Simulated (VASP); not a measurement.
# SiC (P6_3mc) in VASP: a series of runs

The runs below take SiC through single point, with HSE06, PBE-based screened hybrid with 100 % exact exchange.

Program: VASP 6.6.1. These are calculated values, not measurements. Logs are shortened: lines on timing, memory, paths and dates and some standing lists are left out, and cuts for length are marked.

### 1 The cell of the first run

Symmetry: P6_3mc, No. 186, hexagonal system. The conventional cell has a = 3.075 Å, b = 3.075 Å, c = 5.048 Å, α = 90.00°, β = 90.00°, γ = 120.00°. Within 2.5 Å of Si (site symmetry 3m) lie 4 C at 1.88 to 1.90 Å. Within 2.5 Å of C (site symmetry 3m) lie 4 Si at 1.88 to 1.90 Å.

### 2 Single point, HSE06

POSCAR reads:

```
SiC
1.0
    3.0753564236      0.0000000000      0.0000000000
   -1.5376782118      2.6633367885      0.0000000000
    0.0000000000      0.0000000000      5.0481087552
Si C
2 2
Direct
    0.3333333333      0.6666666667      0.4995917705
    0.6666666667      0.3333333333      0.9995917705
    0.3333333333      0.6666666667      0.8754082295
    0.6666666667      0.3333333333      0.3754082295
```

INCAR.step1 reads:

```
PREC = Accurate
ENCUT = 520
EDIFF = 1E-5
ISMEAR = 0
SIGMA = 0.01
LREAL = F
LASPH = T
NELM = 80
ALGO = Normal
ISIF = 2
LWAVE = T
LCHARG = F
GGA = PE
NBANDS = 16
```

INCAR.step2 reads:

```
PREC = Accurate
ENCUT = 520
EDIFF = 1E-7
ISMEAR = 0
SIGMA = 0.01
LREAL = F
LASPH = T
NELM = 80
ALGO = Normal
ISIF = 2
LWAVE = F
LCHARG = F
GGA = PE
LHFCALC = T
HFSCREEN = 0.2079
PRECFOCK = Normal
ISTART = 1
NBANDS = 16
```

KPOINTS reads:

```
Automatic mesh
0
Gamma
  4 4 4
```

Potentials or basis: VASP PAW PBE potentials, release 64 (Si, C).

The run is started by

```bash
cat potpaw_PBE.64/Si/POTCAR potpaw_PBE.64/C/POTCAR > POTCAR
cp INCAR.step1 INCAR
mpirun -np 1 vasp_std > vasp.out
cp INCAR.step2 INCAR
mpirun -np 1 vasp_std > vasp.out
```

OUTCAR:

```text
PREC = Accurate
   ENCUT = 520
   EDIFF = 1E-7
   ISMEAR = 0
   LREAL = F
   LASPH = T
   NELM = 80
   ISIF = 2
   GGA = PE
   LHFCALC = T
   HFSCREEN = 0.2079
   PRECFOCK = Normal
   ISTART = 1

 ion  position               nearest neighbor table
   1  0.333  0.667  0.500-   4 1.88   4 1.88   4 1.88   3 1.90   2 3.09   2 3.09   2 3.09   2 3.09
                             2 3.09   2 3.09
   2  0.667  0.333  1.000-   3 1.88   3 1.88   3 1.88   4 1.90   1 3.09   1 3.09   1 3.09   1 3.09
                             1 3.09   1 3.09
   3  0.333  0.667  0.875-   2 1.88   2 1.88   2 1.88   1 1.90
   4  0.667  0.333  0.375-   1 1.88   1 1.88   1 1.88   2 1.90

  LATTYP: Found a hexagonal cell.
 ALAT       =     3.0753564236
 C/A-ratio  =     1.6414711207

  Lattice vectors:

 A1 = (   3.0753564236,   0.0000000000,   0.0000000000)
 A2 = (  -1.5376782118,   2.6633367885,   0.0000000000)
 A3 = (   0.0000000000,   0.0000000000,   5.0481087552)

Analysis of symmetry for initial positions (statically):
=====================================================================
 Subroutine PRICEL returns:
 Original cell was already a primitive cell.

 Routine SETGRP: Setting up the symmetry group for a
 hexagonal supercell.

 Subroutine GETGRP returns: Found 12 space group operations
 (whereof  6 operations were pure point group operations)
 out of a pool of 24 trial point group operations.

The static configuration has the point symmetry C_3v.
 The point group associated with its full space group is C_6v.

Analysis of symmetry for dynamics (positions and initial velocities):
=====================================================================
 Subroutine PRICEL returns:
 Original cell was already a primitive cell.

 Routine SETGRP: Setting up the symmetry group for a
 hexagonal supercell.

 Subroutine GETGRP returns: Found 12 space group operations
 (whereof  6 operations were pure point group operations)
 out of a pool of 24 trial point group operations.

The dynamic configuration has the point symmetry C_3v.
 The point group associated with its full space group is C_6v.

 Subroutine INISYM returns: Found 12 space group operations
 (whereof  6 operations are pure point group operations),
[... 92 lines left out ...]
   NFREE  =      0    steps in history (QN), initial steepest desc. (CG)
   ISIF   =      2    stress and relaxation
   ISYM   =      3    0-nonsym 1-usesym 2-fastsym
   POTIM  = 0.5000    time-step for ionic-motion
   TEBEG  =    0.0;   TEEND  =   0.0 temperature during run
   PSTRESS=    0.0 pullay stress
   NELECT =      16.0000    total number of electrons
   NUPDOWN=      -1.0000    fix difference up-down
   EMIN   =  10.00;   EMAX   =-10.00  energy-range for DOS
   EFERMI =   0.00;   METHOD = LEGACY
   ISMEAR =     0;   SIGMA  =   0.01  broadening in eV -4-tet -1-fermi 0-gaus
   EFERMI_NEDOS =   21; number of points for ismear=-14 and -15
   IALGO  =     38    algorithm
   IMIX   =      1    mixing-type and parameters
     AMIX     =   0.40;   BMIX     =  1.00
     AMIX_MAG =   1.60;   BMIX_MAG =  1.00
  volume/ion in A,a.u.               =      10.34        69.76
  Fermi-wavevector in a.u.,A,eV,Ry     =   1.192975  2.254396 19.363673  1.423190
  Thomas-Fermi vector in A             =   2.329001
   LORBIT       =      0    0 simple, 1 ext, 2 COOP (PROOUT), +10 PAW based schemes
   GGA     = PE    functional components
   LHFCALC =     T    Hartree Fock is set to
   PRECFOCK=normal    Normal, Fast or Accurate (Low or Medium for compatibility)
   ENCUT4O =  -1.0   cutoff for four orbital integrals eV
   NKREDX  =     1    reduce k-point grid by
   NKREDY  =     1    reduce k-point grid by
   NKREDZ  =     1    reduce k-point grid by
   AEXX    =    0.2500 exact exchange contribution
   HFSCREEN=    0.2079 screening length (either q_TF or 0.3 A-1)
   HFSCREENC=   0.2079 screening length for correlation (either q_TF or 0.3 A-1)
   ENCUTFOCK=  -1.0 apply spherical cutoff to Coloumb kernel
   IVDW    =     0    specifies the selected vdW correction
   LEPSILON=     F    determine dielectric tensor
   LRPA    =     F    only Hartree local field effects (RPA)
 non-spin polarized calculation
 Gauss-broadening in eV      SIGMA  =   0.01
  energy-cutoff  :      520.00
  volume of cell :       41.35
 maximum number of plane-waves:      1126
 NGX is ok and might be reduce to    24
  NGX = 18; NGY = 18; NGZ = 30

 number of electron      16.0000000 magnetization

 Free energy of the ion-electron system (eV)
  ---------------------------------------------------
  ext. energy  EPLUGINS =         0.00000000
  ---------------------------------------------------
  free energy    TOTEN  =       -34.72143670 eV

  energy without entropy =      -34.72143670  energy(sigma->0) =      -34.72143670

 E-fermi :   7.7214     XC(G=0):  -9.3466

 val. band max:        7.6766278887   @ k =   0.0000   0.0000   0.0000
 cond. band min:      11.4310391544   @ k =   0.5000   0.0000   0.0000
 fundamental gap:      3.7544112657
 Fermi energy:         7.7213694881

 k-point     1 :       0.0000    0.0000    0.0000
  band No.  band energies     occupation
      1      -9.4908      2.00000
      2      -5.6382      2.00000
      3      -1.8554      2.00000
      4       6.2083      2.00000
      5       6.2083      2.00000
      6       7.5817      2.00000
[... 205 lines left out ...]
      3      -0.1600      2.00000
      4      -0.1600      2.00000
      5       2.6595      2.00000
      6       2.6595      2.00000
[... 8 lines left out ...]
     15      19.4054      0.00000
     16      19.4054      0.00000

------------------------ aborting loop because EDIFF is reached ----------------------------------------

  FORCE on cell =-STRESS in cart. coord.  units (eV):
  Direction    XX          YY          ZZ          XY          YZ          ZX
  --------------------------------------------------------------------------------------
  -------------------------------------------------------------------------------------
  Total       -0.2500776     -0.2500776     -0.6174609      0.0000000      0.0000000      0.0000000
  in kB       -9.6902546     -9.6902546    -23.9259837      0.0000000      0.0000000      0.0000000
  external PRESSURE =     -14.4354976 kB  Pullay stress =       0.0000000 kB

 VOLUME and BASIS-vectors are now :
 -----------------------------------------------------------------------------
  energy-cutoff  :      520.00
  volume of cell :       41.35
      direct lattice vectors                 reciprocal lattice vectors
     3.075356424  0.000000000  0.000000000     0.325165562  0.187734425  0.000000000
    -1.537678212  2.663336789  0.000000000     0.000000000  0.375468850  0.000000000
     0.000000000  0.000000000  5.048108755     0.000000000  0.000000000  0.198093989

 POSITION                                       TOTAL-FORCE (eV/Angst)
 -----------------------------------------------------------------------------------
     -0.00000      1.77556      2.52199         0.000000     -0.000000     -0.056644
      1.53768      0.88778      5.04605        -0.000000      0.000000     -0.056644
     -0.00000      1.77556      4.41916         0.000000      0.000000      0.056644
      1.53768      0.88778      1.89510         0.000000     -0.000000      0.056644
 -----------------------------------------------------------------------------------
    total drift:                               -0.000000     -0.000000     -0.000068

  FREE ENERGIE OF THE ION-ELECTRON SYSTEM (eV)
  ---------------------------------------------------
  free  energy   TOTEN  =       -34.7214367005 eV

  energy  without entropy=      -34.7214367005  energy(sigma->0) =      -34.72143670
```

It took 3.4 min on 1 thread of Intel Xeon 6975P-C (Granite Rapids), shared host; peak memory 0.25 GiB.

Results:

```yaml
Free_energy: -34.7214 eV
Pressure: -1.4 GPa
Largest_force: 0.057 eV/Å
Band_gap_on_the_k_mesh: 3.75 eV (least direct gap 5.08 eV)
```

Forces on the atoms (eV/Å):
```
Si   0.000  0.000 -0.057
Si   0.000  0.000 -0.057
C    0.000  0.000  0.057
C    0.000  0.000  0.057
```

Levels at points of the mesh, in eV from the valence-band top:
```
           k point  band 4  band 5  band 6  band 7  band 8  band 9  band 10  band 11  band 12  band 13
(0.00, 0.00, 0.00)   -1.47   -1.47   -0.09    0.00    0.00    5.99     7.50     7.89     7.89     9.08
(0.50, 0.00, 0.00)   -6.91   -5.93   -3.66   -3.51   -1.33    3.75     5.27     8.13     8.36    11.55
(0.00, 0.00, 0.50)   -4.86   -0.80   -0.80   -0.80   -0.80    7.14     7.14     8.62     8.62     8.62
(0.50, 0.00, 0.50)   -9.05   -2.70   -2.70   -2.54   -2.54    4.29     4.29     6.38     6.38    11.88
```

Caveat: the k points lie up to 0.59 Å⁻¹ apart; the PAW data sets were made with another functional, which shifts forces and pressure a little. A k mesh can miss the band edges.

### 3 Single point, HSE06

POSCAR is that of step 2.

INCAR.step1 reads:

```
PREC = Accurate
ENCUT = 520
EDIFF = 1E-5
ISMEAR = 0
SIGMA = 0.01
LREAL = False
LASPH = True
NELM = 80
ALGO = Normal
ISIF = 2
LWAVE = True
GGA = PE
NBANDS = 16
```

INCAR.step2 reads:

```
PREC = Accurate
ENCUT = 520
EDIFF = 1E-6
ISMEAR = 0
SIGMA = 0.01
LREAL = False
LASPH = True
NELM = 80
ALGO = Normal
ISIF = 2
LWAVE = False
LCHARG = True
GGA = PE
LHFCALC = True
HFSCREEN = 0.2079
PRECFOCK = Normal
LELF = True
LVHAR = True
ISTART = 1
NBANDS = 16
```

KPOINTS reads:

```
Automatic mesh
0
Gamma
  6 6 2
```

Potentials or basis: VASP PAW PBE potentials, release 64 (Si, C).

The run is started by

```bash
cat potpaw_PBE.64/Si/POTCAR potpaw_PBE.64/C/POTCAR > POTCAR
cp INCAR.step1 INCAR
mpirun -np 1 vasp_std > vasp.out
cp INCAR.step2 INCAR
mpirun -np 1 vasp_std > vasp.out
```

It took 4.2 min on 1 thread of Intel Xeon 6975P-C (Granite Rapids), shared host; peak memory 0.25 GiB.

It converged, with:

```
Free energy            : -34.8411 eV
Pressure               : -1.5 GPa
Largest force          : 0.045 eV/Å
Band gap on the k mesh : 3.17 eV (least direct gap 5.07 eV)
```

Forces in eV/Å, atoms in the order of the input:
```
Si   0.000  0.000 -0.045
Si   0.000  0.000 -0.045
C    0.000  0.000  0.045
C    0.000  0.000  0.045
```

Stress tensor (GPa, compression positive):
```
-1.62  0.00  0.00
 0.00 -1.62  0.00
 0.00  0.00 -1.30
```

Levels at points of the mesh, in eV from the valence-band top:
```
           k point  band 5  band 6  band 7  band 8  band 9  band 10  band 11  band 12
(0.00, 0.00, 0.00)   -1.46   -0.12    0.00    0.00    5.97     7.48     7.89     7.89
(0.50, 0.00, 0.00)   -5.94   -3.65   -3.51   -1.33    3.74     5.26     8.12     8.37
(0.00, 0.00, 0.50)   -0.79   -0.79   -0.79   -0.79    7.12     7.12     8.62     8.62
(0.50, 0.00, 0.50)   -2.69   -2.69   -2.56   -2.56    4.28     4.28     6.38     6.38
```

Caveat: the k points lie up to 0.62 Å⁻¹ apart; the PAW data sets were made with another functional, which shifts forces and pressure a little. A k mesh can miss the band edges.

(Part 1 of 2 ends here.)
